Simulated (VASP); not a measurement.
A run of VASP 6.6.1:

File INCAR:

```
SYSTEM = K2S
  ALGO = Normal
  EDIFF = 1E-6
  ENCUT = 500
  GGA = PS
  GGA_COMPAT = .FALSE.
  ISIF = 2
  ISMEAR = 0
  LASPH = .TRUE.
  LCHARG = .FALSE.
  LREAL = .FALSE.
  LWAVE = .FALSE.
  NBANDS = 19
  NELM = 120
  PREC = Accurate
  SIGMA = 0.01
```

File KPOINTS:

```
k-points
0
G
  4 4 4
  0 0 0
```

Contents of POSCAR:

```
K2S
1.0
    0.0000000000      3.7027186978      3.7027186978
    3.7027186978      0.0000000000      3.7027186978
    3.7027186978      3.7027186978      0.0000000000
K S
2 1
Direct
    0.2500000000      0.2500000000      0.2500000000
    0.7500000000      0.7500000000      0.7500000000
    0.0000000000      0.0000000000      0.0000000000
```

Potentials or basis: VASP PAW PBE potentials, release 64 (K_sv, S).

The run is started by

```console
$ cat potpaw_PBE.64/K_sv/POTCAR potpaw_PBE.64/S/POTCAR > POTCAR
$ mpirun -np 1 vasp_std > vasp.out
```

Hardware: 1 thread of Intel Xeon 8259CL (shared host).

**Question.** Estimate the wall time of this run.

**Answer.** It took 30 s on 1 thread of Intel Xeon 8259CL (shared host), peak memory 0.23 GiB. Counts: scf iterations 15, k points 8.
